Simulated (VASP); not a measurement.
Here is a VASP 6.6.1 calculation.

Contents of INCAR:

```
  ALGO = Fast
  EDIFF = 1E-6
  ENCUT = 520
  ISIF = 2
  ISMEAR = 0
  LASPH = True
  LCHARG = False
  LREAL = False
  LWAVE = False
  NBANDS = 28
  NELM = 80
  PREC = Accurate
  SIGMA = 0.15
```

File KPOINTS:

```
k-points
0
Gamma
  18 18 6
```

File POSCAR:

```
Ti3Al
1.0
    2.7723817465      0.0000000000      0.0000000000
   -1.3861908733      2.4009530215      0.0000000000
    0.0000000000      0.0000000000      8.7711624128
Ti Al
3 1
Direct
    0.6666666667      0.3333333333      0.0000000000
    0.3333333333      0.6666666667      0.7515223655
    0.3333333333      0.6666666667      0.2484776345
    0.6666666667      0.3333333333      0.5000000000
```

Potentials or basis: VASP PAW LDA potentials, release 64 (Ti_sv, Al).

The run is started by

```bash
$ cat potpaw_LDA.64/Ti_sv/POTCAR potpaw_LDA.64/Al/POTCAR > POTCAR
$ mpirun -np 1 vasp_std > vasp.out
```

(1) Predict the largest force.

(2) Predict the band gap on the k mesh.

(3) Predict the pressure.

Results:

(1) 0.066 eV/Å.

(2) zero (an odd number of electrons rules out a gap without spin polarisation).

(3) 13.4 GPa.

Caveat: the cell stands under pressure.
